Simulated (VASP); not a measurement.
# Al2B2SeO7 (R32) in VASP: single point with r2SCAN

Aim: the single point of Al2B2SeO7 with r2SCAN.

All numbers are computed with VASP 6.6.1; they aren't measurements. Logs are shortened: lines on timing, memory, paths and dates and some standing lists are left out, and cuts for length are marked.

**1. The cell of the first run**

It takes space group R32 (No. 155, trigonal). The conventional cell has a = 4.738 Å, b = 4.738 Å, c = 24.449 Å, α = 90.00°, β = 90.00°, γ = 120.00°. Within 2.2 Å of O (site symmetry 32) lie 2 Al at 1.68 Å. Within 1.8 Å of O (site symmetry 1) lie 1 B at 1.37 Å and 1 Al at 1.78 Å. Within 3.2 Å of Se (site symmetry 32) lie 6 O at 2.44 Å. Within 2.2 Å of Al (site symmetry 3) lie 4 O at 1.68 to 1.78 Å. Within 1.8 Å of B (site symmetry 3) lie 3 O at 1.37 Å.

**2. Single point, r2SCAN**

POSCAR

```
Al2B2SeO7
1.0
    2.3690732299      4.1033552011     -0.0000007852
   -2.3690732299      4.1033552011     -0.0000007852
    0.0000000000     -2.7355685746      8.1496330936
O Se Al B
7 1 2 2
Direct
    0.5000000000      0.5000000000      0.5000000000
    0.2818615799      0.9664530768      0.7920712856
    0.5437566289      0.2818615799      0.7920712856
    0.9664530768      0.5437566289      0.7920712856
    0.4562433711      0.0335469232      0.2079287144
    0.0335469232      0.7181384201      0.2079287144
    0.7181384201      0.4562433711      0.2079287144
    0.0000000000      0.0000000000      0.0000000000
    0.5686229196      0.5686229196      0.7058687589
    0.4313770804      0.4313770804      0.2941312411
    0.7361359748      0.7361359748      0.2084079245
    0.2638640252      0.2638640252      0.7915920755
```

INCAR.step1

```
SYSTEM = Al2B2SeO7
  PREC = Accurate
  ENCUT = 520
  ISMEAR = -1
  SIGMA = 0.0796
  LREAL = .False.
  LASPH = .True.
  NELM = 80
  NBANDS = 42
  GGA = PE
  ALGO = Normal
  EDIFF = 1E-4
  LWAVE = .True.
  LCHARG = .False.
```

INCAR.step2

```
SYSTEM = Al2B2SeO7
  PREC = Accurate
  ENCUT = 520
  EDIFF = 1E-6
  ISMEAR = -1
  SIGMA = 0.0796
  LREAL = .False.
  LASPH = .True.
  NELM = 80
  ALGO = Normal
  ISIF = 2
  LWAVE = .False.
  LCHARG = .False.
  METAGGA = R2SCAN
  LMIXTAU = .True.
  NBANDS = 42
  ISTART = 1
```

KPOINTS

```
regular mesh
0
Gamma
  5 5 5
  0 0 0
```

Potentials or basis: VASP PAW PBE potentials, release 64 (O, Se, Al, B).

Started as:

```
> cat potpaw_PBE.64/O/POTCAR potpaw_PBE.64/Se/POTCAR potpaw_PBE.64/Al/POTCAR potpaw_PBE.64/B/POTCAR > POTCAR
> cp INCAR.step1 INCAR
> mpirun -np 1 vasp_std > vasp.out
> cp INCAR.step2 INCAR
> mpirun -np 1 vasp_std > vasp.out
```

OUTCAR:

```text
SYSTEM = Al2B2SeO7
   PREC = Accurate
   ENCUT = 520
   EDIFF = 1E-6
   ISMEAR = -1
   LREAL = .False.
   LASPH = .True.
   NELM = 80
   ISIF = 2
   METAGGA = R2SCAN
   ISTART = 1

 ion  position               nearest neighbor table
   1  0.500  0.500  0.500-   9 1.68  10 1.68
   2  0.282  0.966  0.792-  12 1.37   9 1.78
   3  0.544  0.282  0.792-  12 1.37   9 1.78
   4  0.966  0.544  0.792-  12 1.37   9 1.78
   5  0.456  0.034  0.208-  11 1.37  10 1.78
   6  0.034  0.718  0.208-  11 1.37  10 1.78
   7  0.718  0.456  0.208-  11 1.37  10 1.78
   8  0.000  0.000  0.000-
   9  0.569  0.569  0.706-   1 1.68   3 1.78   2 1.78   4 1.78  10 3.36
  10  0.431  0.431  0.294-   1 1.68   7 1.78   6 1.78   5 1.78   9 3.36
  11  0.736  0.736  0.208-   7 1.37   5 1.37   6 1.37
  12  0.264  0.264  0.792-   3 1.37   4 1.37   2 1.37

  LATTYP: Found a trigonal (rhomboedric) cell.
 ALAT       =     8.5965024857
 COS(alpha) =     0.8481050343

  Lattice vectors:

 A1 = (  -2.3690732299,   1.3677866265,   8.1496323084)
 A2 = (   0.0000000000,  -2.7355685746,   8.1496330936)
 A3 = (   2.3690732299,   1.3677866265,   8.1496323084)

Analysis of symmetry for initial positions (statically):
=====================================================================
 Subroutine PRICEL returns:
 Original cell was already a primitive cell.

 Routine SETGRP: Setting up the symmetry group for a
 trigonal (rhombohedral) supercell.

 Subroutine GETGRP returns: Found  6 space group operations
 (whereof  6 operations were pure point group operations)
 out of a pool of 12 trial point group operations.

The static configuration has the point symmetry D_3 .

Analysis of symmetry for dynamics (positions and initial velocities):
=====================================================================
 Subroutine PRICEL returns:
 Original cell was already a primitive cell.

 Routine SETGRP: Setting up the symmetry group for a
 trigonal (rhombohedral) supercell.

 Subroutine GETGRP returns: Found  6 space group operations
 (whereof  6 operations were pure point group operations)
 out of a pool of 12 trial point group operations.

The dynamic configuration has the point symmetry D_3 .

 Subroutine INISYM returns: Found  6 space group operations
 (whereof  6 operations are pure point group operations),
 and found     1 'primitive' translations

----------------------------------------------------------------------------------------

                                     Primitive cell

  volume of cell :     158.4476

  direct lattice vectors                    reciprocal lattice vectors
     2.369073230  4.103355201 -0.000000785     0.211052995  0.121851511  0.040901616
    -2.369073230  4.103355201 -0.000000785    -0.211052995  0.121851511  0.040901616
     0.000000000 -2.735568575  8.149633094     0.000000000  0.000000023  0.122704918

  length of vectors
     4.738146460  4.738146460  8.596502486     0.247111512  0.247111512  0.122704918

  position of ions in fractional coordinates (direct lattice)
     0.500000000  0.500000000  0.500000000
     0.281861580  0.966453077  0.792071286
     0.543756629  0.281861580  0.792071286
     0.966453077  0.543756629  0.792071286
     0.456243371  0.033546923  0.207928714
     0.033546923  0.718138420  0.207928714
     0.718138420  0.456243371  0.207928714
     0.000000000  0.000000000  0.000000000
     0.568622920  0.568622920  0.705868759
     0.431377080  0.431377080  0.294131241
     0.736135975  0.736135975  0.208407925
     0.263864025  0.263864025  0.791592075

  ion indices of the primitive-cell ions
   primitive index   ion index
                 1           1
                 2           2
                 3           3
                 4           4
                 5           5
                 6           6
                 7           7
                 8           8
                 9           9
                10          10
                11          11
                12          12

----------------------------------------------------------------------------------------

 KPOINTS: regular mesh

Automatic generation of k-mesh.
 Grid dimensions read from file:
 generate k-points for:    5    5    5

 Generating k-lattice:

  Cartesian coordinates                     Fractional coordinates (reciprocal lattice)
     0.042210599  0.024370302  0.008180323     0.200000000  0.000000000  0.000000000
    -0.042210599  0.024370302  0.008180323     0.000000000  0.200000000  0.000000000
     0.000000000  0.000000005  0.024540984     0.000000000  0.000000000  0.200000000

  Length of vectors
     0.049422302  0.049422302  0.024540984

  Shift w.r.t. Gamma in fractional coordinates (k-lattice)
     0.000000000  0.000000000  0.000000000

 Subroutine IBZKPT returns following result:
 ===========================================

 Found     19 irreducible k-points:

 Following reciprocal coordinates:
            Coordinates               Weight
  0.000000  0.000000  0.000000      1.000000
  0.200000 -0.000000 -0.000000      6.000000
  0.400000 -0.000000 -0.000000      6.000000
  0.200000  0.200000 -0.000000      6.000000
  0.400000  0.200000 -0.000000     12.000000
 -0.400000  0.200000  0.000000     12.000000
[... 11 lines left out ...]
 -0.000000 -0.000000  0.400000      2.000000
  0.200000 -0.000000  0.400000      6.000000
   k-points           NKPTS =     19   k-points in BZ     NKDIM =     19   number of bands    NBANDS=     42
   number of dos      NEDOS =    301   number of ions     NIONS =     12
   total plane-waves  NPLWV =  82944
   dimension x,y,z NGX =    36 NGY =   36 NGZ =   64
   dimension x,y,z NGXF=    72 NGYF=   72 NGZF=  128
   ions per type =               7   1   2   2
   NGX,Y,Z   is equivalent  to a cutoff of  12.63, 12.63, 12.38 a.u.
   NGXF,Y,Z  is equivalent  to a cutoff of  25.26, 25.26, 24.75 a.u.
 SYSTEM =  Al2B2SeO7
   PREC   = accura    normal or accurate (medium, high low for compatibility)
   ISTART =      1    job   : 0-new  1-cont  2-samecut
   ICHARG =      0    charge: 1-file 2-atom 10-const
   ISPIN  =      1    spin polarized calculation?
   LNONCOLLINEAR =      F non collinear calculations
   LSORBIT =      F    spin-orbit coupling
   LASPH  =      T    aspherical Exc in radial PAW
   ENCUT  =  520.0 eV  38.22 Ry    6.18 a.u.   8.81  8.81 15.98*2*pi/ulx,y,z
   NELM   =     80;   NELMIN=  2; NELMDL=  0     # of ELM steps
   EDIFF  = 0.1E-05   stopping-criterion for ELM
   LREAL  =      F    real-space projection
   EDIFFG = 0.1E-04   stopping-criterion for IOM
   NSW    =      0    number of steps for IOM
   IBRION =     -1    ionic relax: 0-MD 1-quasi-New 2-CG
   NFREE  =      0    steps in history (QN), initial steepest desc. (CG)
   ISIF   =      2    stress and relaxation
   ISYM   =      2    0-nonsym 1-usesym 2-fastsym
   POTIM  = 0.5000    time-step for ionic-motion
   TEBEG  =    0.0;   TEEND  =   0.0 temperature during run
   PSTRESS=    0.0 pullay stress
   NELECT =      60.0000    total number of electrons
   NUPDOWN=      -1.0000    fix difference up-down
   EMIN   =  10.00;   EMAX   =-10.00  energy-range for DOS
   EFERMI =   0.00;   METHOD = LEGACY
   ISMEAR =    -1;   SIGMA  =   0.08  broadening in eV -4-tet -1-fermi 0-gaus
   EFERMI_NEDOS =   21; number of points for ismear=-14 and -15
   IALGO  =     38    algorithm
   IMIX   =      4    mixing-type and parameters
     AMIX     =   0.40;   BMIX     =  1.00
     AMIX_MAG =   1.60;   BMIX_MAG =  1.00
  volume/ion in A,a.u.               =      13.20        89.10
  Fermi-wavevector in a.u.,A,eV,Ry     =   1.184395  2.238183 19.086150  1.402792
  Thomas-Fermi vector in A             =   2.320610
   LORBIT       =      0    0 simple, 1 ext, 2 COOP (PROOUT), +10 PAW based schemes
   METAGGA = R2SCAN    functional components
   LHFCALC =     F    Hartree Fock is set to
   AEXX    =    0.0000 exact exchange contribution
   IVDW    =     0    specifies the selected vdW correction
   LEPSILON=     F    determine dielectric tensor
   LRPA    =     F    only Hartree local field effects (RPA)
 non-spin polarized calculation
  energy-cutoff  :      520.00
  volume of cell :      158.45
 maximum number of plane-waves:      4291
   NGX = 17   NGY = 17   NGZ = 31

 number of electron      59.9999989 magnetization

 Free energy of the ion-electron system (eV)
  ---------------------------------------------------
  ext. energy  EPLUGINS =         0.00000000
  ---------------------------------------------------
  free energy    TOTEN  =      -110.30593633 eV

  energy without entropy =     -110.10761479  energy(sigma->0) =     -110.20677556

 E-fermi :   1.9950     XC(G=0):  -9.4384

 val. band max:        1.9879076146   @ k =  -0.4000   0.4000   0.0000
 cond. band min:       1.9975862424   @ k =  -0.0000  -0.0000   0.2000
 fundamental gap:      0.0096786278
 Fermi energy:         1.9949760994

 k-point     1 :       0.0000    0.0000    0.0000
  band No.  band energies     occupation
      1     -20.2065      2.00000
      2     -20.0719      2.00000
      3     -18.3372      2.00000
      4     -18.3372      2.00000
      5     -18.2941      2.00000
      6     -18.2941      2.00000
[... 34 lines left out ...]
     41      12.2921      0.00000
     42      12.2921      0.00000

 k-point     2 :       0.2000   -0.0000   -0.0000
  band No.  band energies     occupation
      1     -20.0931      2.00000
      2     -19.9769      2.00000
      3     -18.4552      2.00000
      4     -18.4242      2.00000
      5     -18.3740      2.00000
      6     -18.3274      2.00000
[... 34 lines left out ...]
     41      12.1891      0.00000
     42      12.4750      0.00000

 k-point     3 :       0.4000   -0.0000   -0.0000
  band No.  band energies     occupation
      1     -19.8470      2.00000
      2     -19.7899      2.00000
      3     -18.7102      2.00000
      4     -18.6638      2.00000
      5     -18.4412      2.00000
      6     -18.3776      2.00000
[... 34 lines left out ...]
     41      11.9404      0.00000
     42      12.1538      0.00000

 k-point     4 :       0.2000    0.2000   -0.0000
  band No.  band energies     occupation
      1     -20.0917      2.00000
      2     -19.9784      2.00000
      3     -18.4566      2.00000
      4     -18.4225      2.00000
      5     -18.3747      2.00000
      6     -18.3270      2.00000
[... 619 lines left out ...]
     41      12.1140      0.00000
     42      12.3923      0.00000

 k-point    18 :      -0.0000   -0.0000    0.4000
  band No.  band energies     occupation
      1     -20.1954      2.00000
      2     -20.0841      2.00000
      3     -18.3380      2.00000
      4     -18.3375      2.00000
      5     -18.2936      2.00000
      6     -18.2932      2.00000
[... 34 lines left out ...]
     41      12.2383      0.00000
     42      12.2411      0.00000

 k-point    19 :       0.2000   -0.0000    0.4000
  band No.  band energies     occupation
      1     -20.0830      2.00000
      2     -19.9877      2.00000
      3     -18.4611      2.00000
      4     -18.4205      2.00000
      5     -18.3726      2.00000
      6     -18.3269      2.00000
[... 34 lines left out ...]
     41      12.1304      0.00000
     42      12.2354      0.00000

------------------------ aborting loop because EDIFF is reached ----------------------------------------

  FORCE on cell =-STRESS in cart. coord.  units (eV):
  Direction    XX          YY          ZZ          XY          YZ          ZX
  --------------------------------------------------------------------------------------
  -------------------------------------------------------------------------------------
  Total        0.2339378      0.2339378     -0.0993728      0.0000000     -0.0000001      0.0000000
  in kB        2.3655127      2.3655127     -1.0048300      0.0000000     -0.0000006      0.0000000
  external PRESSURE =       1.2420651 kB  Pullay stress =       0.0000000 kB

 VOLUME and BASIS-vectors are now :
 -----------------------------------------------------------------------------
  energy-cutoff  :      520.00
  volume of cell :      158.45
      direct lattice vectors                 reciprocal lattice vectors
     2.369073230  4.103355201 -0.000000785     0.211052995  0.121851511  0.040901616
    -2.369073230  4.103355201 -0.000000785    -0.211052995  0.121851511  0.040901616
     0.000000000 -2.735568575  8.149633094     0.000000000  0.000000023  0.122704918

 POSITION                                       TOTAL-FORCE (eV/Angst)
 -----------------------------------------------------------------------------------
      0.00000      2.73557      4.07482        -0.000000      0.000000     -0.000000
     -1.62185      2.95551      6.45509         0.078350     -0.080874     -0.003003
      0.62045      1.22104      6.45509         0.030864      0.108290     -0.003003
      1.00140      4.03016      6.45509        -0.109214     -0.027416     -0.003003
      1.00140      1.44098      1.69454        -0.109214      0.027416      0.003003
     -1.62185      2.51563      1.69454         0.078350      0.080874      0.003003
      0.62045      4.25010      1.69454         0.030864     -0.108290      0.003003
      0.00000      0.00000      0.00000         0.000000      0.000000     -0.000000
      0.00000      2.73557      5.75257         0.000000      0.000000      0.063634
      0.00000      2.73557      2.39706         0.000000     -0.000000     -0.063634
      0.00000      5.47114      1.69845         0.000000     -0.000000     -0.016485
      0.00000      0.00000      6.45118         0.000000      0.000000      0.016485
 -----------------------------------------------------------------------------------
    total drift:                                0.000043     -0.000000      0.000000

  FREE ENERGIE OF THE ION-ELECTRON SYSTEM (eV)
  ---------------------------------------------------
  free  energy   TOTEN  =      -110.3059363259 eV

  energy  without entropy=     -110.1076147927  energy(sigma->0) =     -110.20677556
```

Wall time 6.6 min (1 thread of AMD EPYC 7R13 (Zen 3), shared host); peak memory 0.33 GiB.

Results:

```
Free energy            : -110.3059 eV
Pressure               : 0.1 GPa
Largest force          : 0.113 eV/Å
Band gap on the k mesh : zero (band 30 reaches 2.04 eV, above the bottom of band 31 at 1.99 eV)
```

Forces in eV/Å, atoms in the order of the input:
```
O    0.000  0.000  0.000
O    0.078 -0.081 -0.003
O    0.031  0.108 -0.003
O   -0.109 -0.027 -0.003
O   -0.109  0.027  0.003
O    0.078  0.081  0.003
O    0.031 -0.108  0.003
Se   0.000  0.000  0.000
Al   0.000  0.000  0.064
Al   0.000  0.000 -0.064
B    0.000  0.000 -0.016
B    0.000  0.000  0.016
```

Stress tensor (GPa, compression positive):
```
 0.24  0.00  0.00
 0.00  0.24  0.00
 0.00  0.00 -0.10
```

Caveat: the PAW data sets were made with another functional, which shifts forces and pressure a little.
